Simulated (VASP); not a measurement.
# ZrS (Immm) in VASP: a series of runs, part 2 of 3

VASP 6.6.1. Earlier steps stand in the parts before.

### 4 Single point, PBEsol (strain +0.0150 x Voigt [0, 0, 0, 1, 0, 0])

INCAR

```
  PREC = Accurate
  ENCUT = 520
  EDIFF = 1E-6
  ISMEAR = 0
  SIGMA = 0.15
  LREAL = False
  LASPH = True
  NELM = 100
  ALGO = Normal
  ISIF = 2
  LWAVE = False
  LCHARG = False
  GGA = PS
  NBANDS = 16
```

KPOINTS

```
regular mesh
0
Gamma
  20 20 20
```

POSCAR

```
ZrS
1.0
    0.0000000000      2.6024484151      2.6024484151
    2.5830753500      0.0193730651      2.5830753500
    2.5830753500      2.5830753500      0.0193730651
Zr S
1 1
Direct
    0.0000000000      0.0000000000      0.0000000000
    0.5000000000      0.5000000000      0.5000000000
```

Potentials or basis: VASP PAW PBE potentials, release 64 (Zr_sv, S).

The run is started by

```
> cat potpaw_PBE.64/Zr_sv/POTCAR potpaw_PBE.64/S/POTCAR > POTCAR
> mpirun -np 1 vasp_std > vasp.out
```

OUTCAR:

```text
PREC = Accurate
   ENCUT = 520
   EDIFF = 1E-6
   ISMEAR = 0
   LREAL = False
   LASPH = True
   NELM = 100
   ISIF = 2
   GGA = PS

 ion  position               nearest neighbor table
   1  0.000  0.000  0.000-   2 2.58   2 2.58   2 2.58   2 2.58   2 2.58   2 2.58
   2  0.500  0.500  0.500-   1 2.58   1 2.58   1 2.58   1 2.58   1 2.58   1 2.58

  LATTYP: Found a body centered orthorhombic cell.
 ALAT       =     3.6256225412
 B/A-ratio  =     1.0151133501
 C/A-ratio  =     1.4249003147

  Lattice vectors:

 A1 = (  -2.5830753500,   2.5830753500,   0.0193730651)
 A2 = (  -2.5830753500,  -2.5830753500,  -0.0193730651)
 A3 = (   2.5830753500,   0.0193730651,   2.5830753500)

Analysis of symmetry for initial positions (statically):
=====================================================================
 Subroutine PRICEL returns:
 Original cell was already a primitive cell.

 Routine SETGRP: Setting up the symmetry group for a
 body centered orthorhombic supercell.

 Subroutine GETGRP returns: Found  8 space group operations
 (whereof  8 operations were pure point group operations)
 out of a pool of  8 trial point group operations.

The static configuration has the point symmetry D_2h.

Analysis of symmetry for dynamics (positions and initial velocities):
=====================================================================
 Subroutine PRICEL returns:
 Original cell was already a primitive cell.

 Routine SETGRP: Setting up the symmetry group for a
 body centered orthorhombic supercell.

 Subroutine GETGRP returns: Found  8 space group operations
 (whereof  8 operations were pure point group operations)
 out of a pool of  8 trial point group operations.

The dynamic configuration has the point symmetry D_2h.

 Subroutine INISYM returns: Found  8 space group operations
 (whereof  8 operations are pure point group operations),
 and found     1 'primitive' translations
[... 105 lines left out ...]
   PSTRESS=    0.0 pullay stress
   NELECT =      18.0000    total number of electrons
   NUPDOWN=      -1.0000    fix difference up-down
   EMIN   =  10.00;   EMAX   =-10.00  energy-range for DOS
   EFERMI =   0.00;   METHOD = LEGACY
   ISMEAR =     0;   SIGMA  =   0.15  broadening in eV -4-tet -1-fermi 0-gaus
   EFERMI_NEDOS =   21; number of points for ismear=-14 and -15
   IALGO  =     38    algorithm
   IMIX   =      4    mixing-type and parameters
     AMIX     =   0.40;   BMIX     =  1.00
     AMIX_MAG =   1.60;   BMIX_MAG =  1.00
  volume/ion in A,a.u.               =      17.23       116.30
  Fermi-wavevector in a.u.,A,eV,Ry     =   1.318338  2.491297 23.647127  1.738015
  Thomas-Fermi vector in A             =   2.448315
   LORBIT       =      0    0 simple, 1 ext, 2 COOP (PROOUT), +10 PAW based schemes
   GGA     = PS    functional components
   LHFCALC =     F    Hartree Fock is set to
   AEXX    =    0.0000 exact exchange contribution
   IVDW    =     0    specifies the selected vdW correction
   LEPSILON=     F    determine dielectric tensor
   LRPA    =     F    only Hartree local field effects (RPA)
 non-spin polarized calculation
 Gauss-broadening in eV      SIGMA  =   0.15
  energy-cutoff  :      520.00
  volume of cell :       34.47
 maximum number of plane-waves:       948
   NGX = 13   NGY = 13   NGZ = 13

 number of electron      17.9999999 magnetization

 Free energy of the ion-electron system (eV)
  ---------------------------------------------------
  ext. energy  EPLUGINS =         0.00000000
  ---------------------------------------------------
  free energy    TOTEN  =       -16.51857100 eV

  energy without entropy =      -16.50507061  energy(sigma->0) =      -16.51182081

 E-fermi :  11.2009     XC(G=0): -11.6945

 val. band max:       11.1986656615   @ k =  -0.1000  -0.4500   0.0500
 cond. band min:      11.2025744018   @ k =  -0.2500   0.2500   0.0500
 fundamental gap:      0.0039087403
 Fermi energy:        11.2009370621

 k-point     1 :       0.0000    0.0000    0.0000
  band No.  band energies     occupation
      1     -38.5676      2.00000
      2     -16.5771      2.00000
      3     -16.5668      2.00000
      4     -16.5563      2.00000
      5      -4.8295      2.00000
      6       7.6480      2.00000
[... 433 lines left out ...]
      3     -16.6057      2.00000
      4     -16.5953      2.00000
      5      -3.2544      2.00000
      6       3.2214      2.00000
[... 8 lines left out ...]
     15      17.9979      0.00000
     16      18.2365      0.00000

 [... further k-points ...]
[... 5 lines left out ...]
  --------------------------------------------------------------------------------------
  -------------------------------------------------------------------------------------
  Total        0.0480086      0.0488639      0.0488639      0.0000000     -0.0953501      0.0000000
  in kB        2.2315808      2.2713367      2.2713367      0.0000000     -4.4321557      0.0000000
  external PRESSURE =       2.2580847 kB  Pullay stress =       0.0000000 kB

 VOLUME and BASIS-vectors are now :
 -----------------------------------------------------------------------------
  energy-cutoff  :      520.00
  volume of cell :       34.47
      direct lattice vectors                 reciprocal lattice vectors
     0.000000000  2.602448415  2.602448415    -0.193567718  0.192126767  0.192126767
     2.583075350  0.019373065  2.583075350     0.193567718 -0.195030446  0.195030446
     2.583075350  2.583075350  0.019373065     0.193567718  0.195030446 -0.195030446

 POSITION                                       TOTAL-FORCE (eV/Angst)
 -----------------------------------------------------------------------------------
      0.00000      0.00000      0.00000        -0.000000      0.000000     -0.000000
      2.58308      2.60245      2.60245         0.000000     -0.000000      0.000000
 -----------------------------------------------------------------------------------
    total drift:                                0.000000      0.000000      0.000000

  FREE ENERGIE OF THE ION-ELECTRON SYSTEM (eV)
  ---------------------------------------------------
  free  energy   TOTEN  =       -16.5185710016 eV

  energy  without entropy=      -16.5050706120  energy(sigma->0) =      -16.51182081
```

OSZICAR:

```text
N       E                     dE             d eps       ncg     rms          rms(c)
DAV:   1     0.121021839285E+03    0.12102E+03   -0.96519E+03 37360   0.110E+03
DAV:   2    -0.122351289658E+02   -0.13326E+03   -0.12834E+03 48936   0.282E+02
DAV:   3    -0.173196511115E+02   -0.50845E+01   -0.50517E+01 58192   0.489E+01
DAV:   4    -0.174077945324E+02   -0.88143E-01   -0.88111E-01 47416   0.583E+00
DAV:   5    -0.174094775274E+02   -0.16830E-02   -0.16830E-02 54992   0.633E-01    0.171E+01
DAV:   6    -0.165597063063E+02    0.84977E+00   -0.18024E+00 47240   0.953E+00    0.782E+00
DAV:   7    -0.165242495366E+02    0.35457E-01   -0.19346E-01 54400   0.288E+00    0.302E+00
DAV:   8    -0.165191947892E+02    0.50547E-02   -0.28247E-02 44208   0.111E+00    0.415E-01
DAV:   9    -0.165187023581E+02    0.49243E-03   -0.42757E-03 44936   0.392E-01    0.179E-01
DAV:  10    -0.165185913084E+02    0.11105E-03   -0.50597E-04 46920   0.217E-01    0.585E-02
DAV:  11    -0.165185714147E+02    0.19894E-04   -0.68071E-05 48528   0.519E-02    0.334E-02
DAV:  12    -0.165185710016E+02    0.41314E-06   -0.32946E-06 48176   0.121E-02
   1 F= -.16518571E+02 E0= -.16511821E+02  d E =-.135004E-01
```

It took 11 min on 1 thread of Intel Xeon Platinum 8259CL at 2.50GHz (Skylake/Cascade Lake), shared host; peak memory 0.68 GiB.

Results:

```yaml
Free_energy: -16.5186 eV
Pressure: 0.2 GPa
Band_gap_on_the_k_mesh: zero (band 9 reaches 12.76 eV, above the bottom of band 10 at 9.74 eV)
```

Caveat: the cell differs from its parent crystal (strain +0.0150 x Voigt [0, 0, 0, 1, 0, 0]); the PAW data sets were made with another functional, which shifts forces and pressure a little.

(Part 2 of 3 ends here.)
